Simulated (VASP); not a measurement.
# PbO2 in VASP: a series of runs

Runs on PbO2. Level: r2SCAN. Tasks: single point.

Program: VASP 6.6.1. These are calculated values, not measurements. Logs are shortened: lines on timing, memory, paths and dates and some standing lists are left out, and cuts for length are marked.

### Step 1. The cell of the first run

The structure is tetragonal, space group I4/mmm (No. 139). Conventional cell: a = 3.572 Å, b = 3.572 Å, c = 5.318 Å, α = 90.00°, β = 90.00°, γ = 90.00°. Pb (site symmetry 4/mmm) has 8 O at 2.23 Å within 2.9 Å. O (site symmetry -4m2) has 4 Pb at 2.23 Å and 6 O at 2.53 to 2.66 Å within 2.9 Å.

### Step 2. Single point, r2SCAN (strain -0.050 along x and y, +0.000 along z)

POSCAR

```
PbO2
1.0
    0.0000000000      2.5260060467      2.6589537334
    2.5260060467      0.0000000000      2.6589537334
    2.5260060467      2.5260060467      0.0000000000
Pb O
1 2
Direct
    0.0000000000      0.0000000000      0.0000000000
    0.2500000000      0.2500000000      0.2500000000
    0.7500000000      0.7500000000      0.7500000000
```

INCAR.step1

```
SYSTEM = PbO2
PREC = Accurate
ENCUT = 520
ISMEAR = 0
SIGMA = 0.15
LREAL = .False.
LASPH = .True.
NELM = 100
NBANDS = 20
GGA = PE
ALGO = Normal
EDIFF = 1E-4
LWAVE = .True.
LCHARG = .False.
```

INCAR.step2

```
SYSTEM = PbO2
PREC = Accurate
ENCUT = 520
EDIFF = 1E-6
ISMEAR = 0
SIGMA = 0.15
LREAL = .False.
LASPH = .True.
NELM = 100
ALGO = Normal
ISIF = 2
LWAVE = .False.
LCHARG = .False.
METAGGA = R2SCAN
LMIXTAU = .True.
NBANDS = 20
ISTART = 1
```

KPOINTS

```
Automatic mesh
0
Gamma
  16 16 16
  0 0 0
```

Potentials or basis: VASP PAW PBE potentials, release 64 (Pb_d, O).

The run is started by

```sh
> cat potpaw_PBE.64/Pb_d/POTCAR potpaw_PBE.64/O/POTCAR > POTCAR
> cp INCAR.step1 INCAR
> mpirun -np 1 vasp_std > vasp.out
> cp INCAR.step2 INCAR
> mpirun -np 1 vasp_std > vasp.out
```

OUTCAR:

```text
SYSTEM = PbO2
   PREC = Accurate
   ENCUT = 520
   EDIFF = 1E-6
   ISMEAR = 0
   LREAL = .False.
   LASPH = .True.
   NELM = 100
   ISIF = 2
   METAGGA = R2SCAN
   ISTART = 1

 ion  position               nearest neighbor table
   1  0.000  0.000  0.000-   3 2.23   3 2.23   3 2.23   2 2.23   3 2.23   2 2.23   2 2.23   2 2.23

   2  0.250  0.250  0.250-   1 2.23   1 2.23   1 2.23   1 2.23
   3  0.750  0.750  0.750-   1 2.23   1 2.23   1 2.23   1 2.23

  LATTYP: Found a body centered tetragonal cell.
 ALAT       =     3.5723120099
 C/A-ratio  =     1.4886458551

  Lattice vectors:

 A1 = (  -2.5260060467,   0.0000000000,   2.6589537334)
 A2 = (   2.5260060467,   0.0000000000,   2.6589537334)
 A3 = (   0.0000000000,   2.5260060467,  -2.6589537334)

Analysis of symmetry for initial positions (statically):
=====================================================================
 Subroutine PRICEL returns:
 Original cell was already a primitive cell.

 Routine SETGRP: Setting up the symmetry group for a
 body centered tetragonal supercell.

 Subroutine GETGRP returns: Found 16 space group operations
 (whereof 16 operations were pure point group operations)
 out of a pool of 16 trial point group operations.

The static configuration has the point symmetry D_4h.

Analysis of symmetry for dynamics (positions and initial velocities):
=====================================================================
 Subroutine PRICEL returns:
 Original cell was already a primitive cell.

 Routine SETGRP: Setting up the symmetry group for a
 body centered tetragonal supercell.

 Subroutine GETGRP returns: Found 16 space group operations
 (whereof 16 operations were pure point group operations)
 out of a pool of 16 trial point group operations.

The dynamic configuration has the point symmetry D_4h.

 Subroutine INISYM returns: Found 16 space group operations
 (whereof 16 operations are pure point group operations),
 and found     1 'primitive' translations

----------------------------------------------------------------------------------------

                                     Primitive cell

  volume of cell :      33.9320

  direct lattice vectors                    reciprocal lattice vectors
     0.000000000  2.526006047  2.658953733    -0.197940936  0.197940936  0.188043889
[... 72 lines left out ...]
   total plane-waves  NPLWV =  21952
   dimension x,y,z NGX =    28 NGY =   28 NGZ =   28
   dimension x,y,z NGXF=    56 NGYF=   56 NGZF=   56
   ions per type =               1   2
   NGX,Y,Z   is equivalent  to a cutoff of  12.69, 12.69, 13.03 a.u.
   NGXF,Y,Z  is equivalent  to a cutoff of  25.38, 25.38, 26.06 a.u.
 SYSTEM =  PbO2
   PREC   = accura    normal or accurate (medium, high low for compatibility)
   ISTART =      1    job   : 0-new  1-cont  2-samecut
   ICHARG =      0    charge: 1-file 2-atom 10-const
   ISPIN  =      1    spin polarized calculation?
   LNONCOLLINEAR =      F non collinear calculations
   LSORBIT =      F    spin-orbit coupling
   LASPH  =      T    aspherical Exc in radial PAW
   ENCUT  =  520.0 eV  38.22 Ry    6.18 a.u.   6.82  6.82  6.64*2*pi/ulx,y,z
   NELM   =    100;   NELMIN=  2; NELMDL=  0     # of ELM steps
   EDIFF  = 0.1E-05   stopping-criterion for ELM
   LREAL  =      F    real-space projection
[... 7 lines left out ...]
   TEBEG  =    0.0;   TEEND  =   0.0 temperature during run
   PSTRESS=    0.0 pullay stress
   NELECT =      26.0000    total number of electrons
   NUPDOWN=      -1.0000    fix difference up-down
   EMIN   =  10.00;   EMAX   =-10.00  energy-range for DOS
   EFERMI =   0.00;   METHOD = LEGACY
   ISMEAR =     0;   SIGMA  =   0.15  broadening in eV -4-tet -1-fermi 0-gaus
   EFERMI_NEDOS =   21; number of points for ismear=-14 and -15
   IALGO  =     38    algorithm
   IMIX   =      4    mixing-type and parameters
     AMIX     =   0.40;   BMIX     =  1.00
     AMIX_MAG =   1.60;   BMIX_MAG =  1.00
  volume/ion in A,a.u.               =      11.31        76.33
  Fermi-wavevector in a.u.,A,eV,Ry     =   1.498061  2.830924 30.534005  2.244186
  Thomas-Fermi vector in A             =   2.609868
   LORBIT       =      0    0 simple, 1 ext, 2 COOP (PROOUT), +10 PAW based schemes
   METAGGA = R2SCAN    functional components
   LHFCALC =     F    Hartree Fock is set to
   AEXX    =    0.0000 exact exchange contribution
   IVDW    =     0    specifies the selected vdW correction
   LEPSILON=     F    determine dielectric tensor
   LRPA    =     F    only Hartree local field effects (RPA)
 non-spin polarized calculation
 Gauss-broadening in eV      SIGMA  =   0.15
  energy-cutoff  :      520.00
  volume of cell :       33.93
 maximum number of plane-waves:       930
   NGX = 13   NGY = 13   NGZ = 13

 number of electron      25.9999993 magnetization

 Free energy of the ion-electron system (eV)
  ---------------------------------------------------
  ext. energy  EPLUGINS =         0.00000000
  ---------------------------------------------------
  free energy    TOTEN  =       -70.45188441 eV

  energy without entropy =      -70.45008668  energy(sigma->0) =      -70.45098554

 E-fermi :   7.5945     XC(G=0): -12.8093

 val. band max:        7.5880394966   @ k =  -0.2500   0.2500   0.5000
 cond. band min:       7.6273976754   @ k =  -0.0625   0.0000   0.0625
 fundamental gap:      0.0393581788
 Fermi energy:         7.5944767898

 k-point     1 :       0.0000    0.0000    0.0000
  band No.  band energies     occupation
      1     -13.4315      2.00000
      2      -9.6500      2.00000
      3      -9.1299      2.00000
      4      -9.0469      2.00000
      5      -9.0469      2.00000
      6      -8.6049      2.00000
[... 541 lines left out ...]
     19      24.1663      0.00000
     20      25.3281      0.00000

 [... further k-points ...]
[... 5 lines left out ...]
  --------------------------------------------------------------------------------------
  -------------------------------------------------------------------------------------
  Total        6.2856838      6.2856838      2.3393872      0.0000000      0.0000000      0.0000000
  in kB      296.7929373    296.7929373    110.4595192      0.0000000      0.0000000      0.0000000
  external PRESSURE =     234.6817979 kB  Pullay stress =       0.0000000 kB

 VOLUME and BASIS-vectors are now :
 -----------------------------------------------------------------------------
  energy-cutoff  :      520.00
  volume of cell :       33.93
      direct lattice vectors                 reciprocal lattice vectors
     0.000000000  2.526006047  2.658953733    -0.197940936  0.197940936  0.188043889
     2.526006047  0.000000000  2.658953733     0.197940936 -0.197940936  0.188043889
     2.526006047  2.526006047  0.000000000     0.197940936  0.197940936 -0.188043889

 POSITION                                       TOTAL-FORCE (eV/Angst)
 -----------------------------------------------------------------------------------
      0.00000      0.00000      0.00000        -0.000000      0.000000     -0.000000
      1.26300      1.26300      1.32948         0.000000      0.000000     -0.000000
      3.78901      3.78901      3.98843        -0.000000     -0.000000      0.000000
 -----------------------------------------------------------------------------------
    total drift:                                0.000000     -0.000000      0.000000

  FREE ENERGIE OF THE ION-ELECTRON SYSTEM (eV)
  ---------------------------------------------------
  free  energy   TOTEN  =       -70.4518844110 eV

  energy  without entropy=      -70.4500866783  energy(sigma->0) =      -70.45098554
```

OUTCAR.step1:

```text
SYSTEM = PbO2
   PREC = Accurate
   ENCUT = 520
   ISMEAR = 0
   LREAL = .False.
   LASPH = .True.
   NELM = 100
[... 777 lines left out ...]
      0.00000      0.00000      0.00000        -0.000000     -0.000000     -0.000000
      1.26300      1.26300      1.32948         0.000000      0.000000      0.000000
      3.78901      3.78901      3.98843        -0.000000     -0.000000     -0.000000
 -----------------------------------------------------------------------------------
    total drift:                                0.000000     -0.000000      0.000000

  FREE ENERGIE OF THE ION-ELECTRON SYSTEM (eV)
  ---------------------------------------------------
  free  energy   TOTEN  =       -15.0859444278 eV

  energy  without entropy=      -15.0830718936  energy(sigma->0) =      -15.08450816
```

OSZICAR.step1:

```text
N       E                     dE             d eps       ncg     rms          rms(c)
DAV:   1     0.262192233647E+03    0.26219E+03   -0.13886E+04 14456   0.165E+03
DAV:   2     0.450037071602E+01   -0.25769E+03   -0.24488E+03 14848   0.432E+02
DAV:   3    -0.175817429006E+02   -0.22082E+02   -0.21714E+02 16468   0.131E+02
DAV:   4    -0.181705511343E+02   -0.58881E+00   -0.58820E+00 16176   0.213E+01
DAV:   5    -0.181866472773E+02   -0.16096E-01   -0.16095E-01 18380   0.370E+00    0.103E+01
DAV:   6    -0.150771777146E+02    0.31095E+01   -0.11052E+01 21048   0.478E+01    0.270E+00
DAV:   7    -0.150977878619E+02   -0.20610E-01   -0.58700E-01 15668   0.717E+00    0.174E+00
DAV:   8    -0.150927570187E+02    0.50308E-02   -0.11099E-01 16448   0.423E+00    0.665E-01
DAV:   9    -0.150852208157E+02    0.75362E-02   -0.24733E-02 21640   0.248E+00    0.888E-02
DAV:  10    -0.150859413273E+02   -0.72051E-03   -0.28291E-03 15000   0.374E-01    0.502E-02
DAV:  11    -0.150859444278E+02   -0.31005E-05   -0.45100E-05 14148   0.640E-02
   1 F= -.15085944E+02 E0= -.15084508E+02  d E =-.287253E-02
```

Wall time 5.5 min (1 thread of Intel Xeon 6975P-C (Granite Rapids), shared host); peak memory 0.33 GiB.

What came out:

- Free energy: -70.4519 eV
- Pressure: 23.5 GPa
- Band gap on the k mesh: zero (band 13 reaches 7.59 eV, above the bottom of band 14 at 6.16 eV)

Stress tensor (GPa, compression positive):
```
29.68  0.00  0.00
 0.00 29.68  0.00
 0.00  0.00 11.05
```

Levels at points of the mesh, in eV from the Fermi level:
```tsv
k point	band 9	band 10	band 11	band 12	band 13	band 14	band 15	band 16	band 17	band 18
(0.00, 0.00, 0.00)	-2.59	-2.35	-2.31	-1.50	-1.50	-1.43	7.79	7.79	8.09	12.58
(0.50, 0.00, 0.00)	-4.30	-3.77	-3.53	-1.95	-1.83	3.74	7.87	11.35	11.43	16.18
(0.50, 0.50, 0.00)	-5.60	-5.60	-0.97	-0.26	-0.26	3.01	8.15	9.84	12.94	12.94
(0.50, 0.00, 0.50)	-5.89	-5.76	-0.68	-0.44	-0.17	2.27	7.52	10.02	12.82	13.43
```

Caveat: the cell differs from its parent crystal (strain -0.050 along x and y, +0.000 along z); the PAW data sets were made with another functional, which shifts forces and pressure a little; spin-orbit coupling is left out, which moves the levels of the heavy elements.

### Step 3. Single point, r2SCAN (strain -0.050 along x and y, -0.050 along z)

POSCAR

```
PbO2
1.0
    0.0000000000      2.5260060467      2.5260060467
    2.5260060467      0.0000000000      2.5260060467
    2.5260060467      2.5260060467      0.0000000000
Pb O
1 2
Direct
    0.0000000000      0.0000000000      0.0000000000
    0.2500000000      0.2500000000      0.2500000000
    0.7500000000      0.7500000000      0.7500000000
```

INCAR.step1

```
ALGO     = Normal         # electronic algorithm
EDIFF    = 1E-4           # SCF threshold, eV
ENCUT    = 520            # plane-wave cutoff, eV
GGA      = PE             # functional
ISMEAR   = 0              # smearing method
LASPH    = True           # aspherical terms in the spheres
LCHARG   = False          # write CHGCAR
LREAL    = False          # projectors in reciprocal space
LWAVE    = True           # write WAVECAR
NBANDS   = 20             # bands
NELM     = 100            # most SCF steps
PREC     = Accurate       # precision mode
SIGMA    = 0.15           # smearing width, eV
```

INCAR.step2

```
ALGO     = Normal         # electronic algorithm
EDIFF    = 1E-7           # SCF threshold, eV
ENCUT    = 520            # plane-wave cutoff, eV
ISIF     = 2              # what is computed and relaxed
ISMEAR   = 0              # smearing method
ISTART   = 1            
LASPH    = True           # aspherical terms in the spheres
LCHARG   = False          # write CHGCAR
LMIXTAU  = True         
LREAL    = False          # projectors in reciprocal space
LWAVE    = False          # write WAVECAR
METAGGA  = R2SCAN         # meta-GGA
NBANDS   = 20             # bands
NELM     = 100            # most SCF steps
PREC     = Accurate       # precision mode
SIGMA    = 0.15           # smearing width, eV
```

KPOINTS

```
k-points
0
Gamma
  16 16 16
```

Potentials or basis: VASP PAW PBE potentials, release 64 (Pb_d, O).

The run is started by

```sh
> cat potpaw_PBE.64/Pb_d/POTCAR potpaw_PBE.64/O/POTCAR > POTCAR
> cp INCAR.step1 INCAR
> mpirun -np 1 vasp_std > vasp.out
> cp INCAR.step2 INCAR
> mpirun -np 1 vasp_std > vasp.out
```

OUTCAR:

```text
EDIFF = 1E-7
   ENCUT = 520
   ISIF = 2
   ISMEAR = 0
   ISTART = 1
   LASPH = True
   LREAL = False
   METAGGA = R2SCAN
   NELM = 100
   PREC = Accurate

 ion  position               nearest neighbor table
   1  0.000  0.000  0.000-   3 2.19   3 2.19   3 2.19   2 2.19   3 2.19   2 2.19   2 2.19   2 2.19

   2  0.250  0.250  0.250-   1 2.19   1 2.19   1 2.19   1 2.19
   3  0.750  0.750  0.750-   1 2.19   1 2.19   1 2.19   1 2.19

  LATTYP: Found a face centered cubic cell.
 ALAT       =     5.0520120934
[... 195 lines left out ...]
      4      -8.4240      2.00000
      5      -8.4240      2.00000
      6      -7.8410      2.00000
[... 541 lines left out ...]
     19      25.7855      0.00000
     20      25.8290      0.00000

 [... further k-points ...]
[... 5 lines left out ...]
  --------------------------------------------------------------------------------------
  -------------------------------------------------------------------------------------
  Total        7.7955279      7.7955279      7.7955279      0.0000000      0.0000000      0.0000000
  in kB      387.4565055    387.4565055    387.4565055      0.0000000      0.0000000      0.0000000
  external PRESSURE =     387.4565055 kB  Pullay stress =       0.0000000 kB

 VOLUME and BASIS-vectors are now :
 -----------------------------------------------------------------------------
  energy-cutoff  :      520.00
  volume of cell :       32.24
      direct lattice vectors                 reciprocal lattice vectors
     0.000000000  2.526006047  2.526006047    -0.197940936  0.197940936  0.197940936
     2.526006047  0.000000000  2.526006047     0.197940936 -0.197940936  0.197940936
     2.526006047  2.526006047  0.000000000     0.197940936  0.197940936 -0.197940936

 POSITION                                       TOTAL-FORCE (eV/Angst)
 -----------------------------------------------------------------------------------
      0.00000      0.00000      0.00000        -0.000000      0.000000     -0.000000
      1.26300      1.26300      1.26300        -0.000000      0.000000     -0.000000
      3.78901      3.78901      3.78901         0.000000     -0.000000      0.000000
 -----------------------------------------------------------------------------------
    total drift:                                0.000000     -0.000000      0.000000

  FREE ENERGIE OF THE ION-ELECTRON SYSTEM (eV)
  ---------------------------------------------------
  free  energy   TOTEN  =       -70.1913468598 eV

  energy  without entropy=      -70.1900170222  energy(sigma->0) =      -70.19068194
```

Wall time 2.8 min (1 thread of Intel Xeon 6975P-C (Granite Rapids), shared host); peak memory 0.22 GiB.

Results:

```
Free energy            : -70.1913 eV
Pressure               : 38.7 GPa
Band gap on the k mesh : zero (band 13 reaches 8.20 eV, above the bottom of band 14 at 7.52 eV)
```

Caveat: the cell differs from its parent crystal (strain -0.050 along x and y, -0.050 along z); the PAW data sets were made with another functional, which shifts forces and pressure a little; spin-orbit coupling is left out, which moves the levels of the heavy elements.

### Step 4. Single point, r2SCAN (strain -0.050 along x and y, -0.025 along z)

POSCAR

```
PbO2
1.0
    0.0000000000      2.5260060467      2.5924798901
    2.5260060467      0.0000000000      2.5924798901
    2.5260060467      2.5260060467      0.0000000000
Pb O
1 2
Direct
    0.0000000000      0.0000000000      0.0000000000
    0.2500000000      0.2500000000      0.2500000000
    0.7500000000      0.7500000000      0.7500000000
```

INCAR.step1

```
SYSTEM = PbO2
ALGO     = Normal         ! electronic algorithm
EDIFF    = 1E-4           ! SCF threshold, eV
ENCUT    = 520            ! plane-wave cutoff, eV
GGA      = PE             ! functional
ISMEAR   = 0              ! smearing method
LASPH    = .True.         ! aspherical terms in the spheres
LCHARG   = .False.        ! write CHGCAR
LREAL    = .False.        ! projectors in reciprocal space
LWAVE    = .True.         ! write WAVECAR
NBANDS   = 20             ! bands
NELM     = 100            ! most SCF steps
PREC     = Accurate       ! precision mode
SIGMA    = 0.15           ! smearing width, eV
```

INCAR.step2

```
SYSTEM = PbO2
ALGO     = Normal         ! electronic algorithm
EDIFF    = 1E-6           ! SCF threshold, eV
ENCUT    = 520            ! plane-wave cutoff, eV
ISIF     = 2              ! what is computed and relaxed
ISMEAR   = 0              ! smearing method
ISTART   = 1            
LASPH    = .True.         ! aspherical terms in the spheres
LCHARG   = .False.        ! write CHGCAR
LMIXTAU  = .True.       
LREAL    = .False.        ! projectors in reciprocal space
LWAVE    = .False.        ! write WAVECAR
METAGGA  = R2SCAN         ! meta-GGA
NBANDS   = 20             ! bands
NELM     = 100            ! most SCF steps
PREC     = Accurate       ! precision mode
SIGMA    = 0.15           ! smearing width, eV
```

KPOINTS

```
k-points
0
Gamma
  16 16 16
  0 0 0
```

The run is started by

```sh
> cat potpaw_PBE.64/Pb_d/POTCAR potpaw_PBE.64/O/POTCAR > POTCAR
> cp INCAR.step1 INCAR
> mpirun -np 1 vasp_std > vasp.out
> cp INCAR.step2 INCAR
> mpirun -np 1 vasp_std > vasp.out
```

It took 5.7 min on 1 thread of Intel Xeon 6975P-C (Granite Rapids), shared host; peak memory 0.33 GiB.

The run converged. Its results:

| Property | Result |
| --- | --- |
| Free energy | -70.3583 eV |
| Pressure | 30.6 GPa |
| Band gap on the k mesh | zero (band 13 reaches 7.88 eV, above the bottom of band 14 at 6.84 eV) |

Stress tensor (GPa, compression positive):
```
33.82  0.00  0.00
 0.00 33.82  0.00
 0.00  0.00 24.02
```

Levels at points of the mesh, in eV from the Fermi level:
| k point | band 10 | band 11 | band 12 | band 13 | band 14 | band 15 | band 16 | band 17 |
| --- | --- | --- | --- | --- | --- | --- | --- | --- |
| (0.00, 0.00, 0.00) | -2.37 | -2.09 | -1.65 | -1.65 | -1.07 | 7.97 | 7.97 | 8.12 |
| (0.50, 0.00, 0.00) | -3.81 | -3.67 | -1.89 | -1.83 | 4.04 | 8.10 | 11.66 | 11.67 |
| (0.50, 0.50, 0.00) | -5.80 | -0.80 | -0.27 | -0.27 | 3.00 | 8.25 | 10.06 | 13.39 |
| (0.50, 0.00, 0.50) | -5.88 | -0.52 | -0.49 | -0.22 | 2.61 | 7.95 | 10.16 | 13.34 |

Caveat: the cell differs from its parent crystal (strain -0.050 along x and y, -0.025 along z); the PAW data sets were made with another functional, which shifts forces and pressure a little; spin-orbit coupling is left out, which moves the levels of the heavy elements.

### Step 5. The runs side by side

```csv
cell,gap on the mesh (eV),pressure (GPa)
"a = 3.668, b = 3.668, c = 3.572 Å, angles 60.9, 60.9, 58.3°, 3 atoms",none,23.5
"a = 3.572 Å, angles 60.0°, 3 atoms",none,38.7
"a = 3.620, b = 3.620, c = 3.572 Å, angles 60.4, 60.4, 59.1°, 3 atoms",none,30.6
```

Alike in all rows: task single point; level r2SCAN; potentials or basis VASP PAW PBE potentials, release 64 (Pb_d, O); no spin polarisation; k mesh 16 × 16 × 16; cutoff (eV) 520; smearing gaussian 0.15 eV.

Caveats: the PAW data sets were made with another functional, which shifts forces and pressure a little; spin-orbit coupling is left out, which moves the levels of the heavy elements.

Absolute energies hang on the potentials; compare differences alone.
